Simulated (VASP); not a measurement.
Bi, 1 atom in the cell. The structure is tetragonal, space group I4/mmm (No. 139). The conventional cell has a = 3.729 Å, b = 3.729 Å, c = 4.475 Å, α = 90.00°, β = 90.00°, γ = 90.00°. Within 4.5 Å of Bi (site symmetry 4/mmm) lie 14 Bi at 3.46 to 4.48 Å.  This cell differs from its parent crystal: ratio of the length along z to the lengths across it x 1.2, volume and fractional coordinates fixed.

- Program: VASP 6.6.1
- Task: single point
- Functional: PBEsol
- Potentials or basis: VASP PAW PBE potentials, release 64 (Bi_d)
- Cutoff: 520 eV
- k mesh: 18 × 18 × 18
- Occupations: gaussian, width 0.15 eV
- Spin: no spin polarisation
- Dipole correction: no
- Further INCAR settings: ALGO = Fast; EDIFF = 1e-06; NBANDS = 14

Potentials or basis: VASP PAW PBE potentials, release 64 (Bi_d).

Command:

```console
$ cat potpaw_PBE.64/Bi_d/POTCAR > POTCAR
$ mpirun -np 1 vasp_std > vasp.out
```

Hardware: 1 thread of Intel Xeon 8259CL, with other jobs on the host.

How long does it take, and how much memory?

It took 4.4 min on 1 thread of Intel Xeon 8259CL, on a shared host, peak memory 0.31 GiB. Counts: scf iterations 12, k points 480.
